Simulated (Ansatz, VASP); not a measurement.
Ga2SnO3 in VASP and in Ansatz

```
Ga Sn O
1.0
     3.04701    0.00000    0.00000
    -1.52351    2.63879    0.00000
     0.00000    0.00000   12.26920
Ga Sn O
2 1 3
Direct
  0.33333 0.66667 0.11501
  0.66667 0.33333 0.88499
  0.00000 0.00000 0.50000
  0.33333 0.66667 0.82445
  0.66667 0.33333 0.17555
  0.00000 0.00000 0.00000
```

Change from the starting cell: species swapped into the NaFe2O3 type (P-3m1, No. 164).

Alike in both runs: task relaxation of cell and atoms; functional PBE; k mesh 12 × 12 × 4; occupations gaussian, width 0.1 eV; no spin polarisation.

|  | VASP | Ansatz |
| --- | --- | --- |
| version | VASP 6.6.1 | Ansatz 0.2.0 |
| potentials or method | VASP PAW PBE potentials, release 64 (Ga_d, Sn_d, O), cutoff 600 eV | scalar-relativistic, plane waves, PAW |
| valence electrons in the cell | 58 | 58 |

Ansatz gave:

```
gap on the k mesh at the Fermi level, each at its own relaxed structure (eV) : none
relaxed volume (Å³/atom)                                                     : 17.24
relaxed length of the cell vector where the two differ most in proportion (Å)              : 12.855
```

Estimate VASP's values.

gap on the k mesh at the Fermi level, each at its own relaxed structure (eV): none; relaxed volume (Å³/atom): 16.51; relaxed length of the cell vector where the two differ most in proportion (Å): 12.279.

A gap of «none» marks a metal or a gap that the smearing closes.
